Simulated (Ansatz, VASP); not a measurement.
One calculation of MgS, two programs

The input INCAR:

```
SYSTEM = MgS
PREC = Accurate ; ENCUT = 520
EDIFF = 1E-6 ; ISMEAR = 0
SIGMA = 0.01 ; LREAL = .FALSE.
LASPH = .TRUE. ; NELM = 80
ALGO = Normal ; ISIF = 2
LWAVE = .FALSE. ; LCHARG = .FALSE.
NBANDS = 11
```

File KPOINTS:

```
regular mesh
0
G
  8 8 8
  0 0 0
```

File POSCAR:

```
MgS
1.0
    2.6154660788      2.6154660788      0.0000000000
   -2.6154660788      2.6154660788      0.0000000000
    0.0000000000      2.6154660788      2.5387579256
Mg S
1 1
Direct
    0.0000000000      0.0000000000      0.0000000000
    0.5000000000      0.5000000000      0.0000000000
```

Input for Ansatz:

```yaml
crystal:
  lattice:
    - [2.61546607881, 2.61546607881, 0.0]
    - [-2.61546607881, 2.61546607881, 0.0]
    - [0.0, 2.61546607881, 2.53875792561]
  atoms:
    - { symbol: Mg, position: [0.0, 0.0, 0.0] }
    - { symbol: S, position: [0.5, 0.5, 0.0] }
kpoints:
  mp_grid: { grid: [8, 8, 8] }
scf:
  occupations: { method: fixed }
  convergence: { dr2_threshold: 1.0e-10 }
hamiltonian:
  xc: lda
  pseudopotentials: { kind: all_electron, lapw: { basis_error: 0.0005 } }
output:
  forces: true
  stress: true
  eigenstates:
    kpoints:
      - [0.0, 0.0, 0.0]
      - [-0.5, 0.5, 0.0]
      - [-0.5, -0.5, -0.5]
      - [0.0, 0.0, -0.5]
      - [0.0, -0.5, -0.5]
      - [0.0, 0.5, 0.0]
      - [-0.5, 0.0, 0.0]
      - [-0.5, 0.0, -0.5]
  eigenvalues: true
```

Change from the starting cell: film at in-plane strain +0.02.

Alike in both runs: task single point; functional LDA; k mesh 8 × 8 × 8; no spin polarisation.

```csv
,VASP,Ansatz
version,VASP 6.6.1,Ansatz 0.2.0
potentials or method,"VASP PAW LDA potentials, release 64 (Mg, S), cutoff 520 eV","all-electron LAPW, scalar-relativistic"
occupations,"gaussian, width 0.01 eV",fixed
```

|  | VASP | Ansatz | Ansatz less VASP |
| --- | --- | --- | --- |
| gap on the k mesh at the Fermi level (eV) | 2.45 | 2.45 | +0.004 |
| pressure (GPa) | -2.7 | -2.1 | +0.61 |
| traceless stress, the component that is largest in VASP (GPa) | 2.14 | 2.15 | +0.005 |

LDA's correlation is that of Perdew and Zunger in VASP and of Perdew and Wang (1992) in Ansatz. Ansatz ran all-electron here, and VASP with PAW potentials.
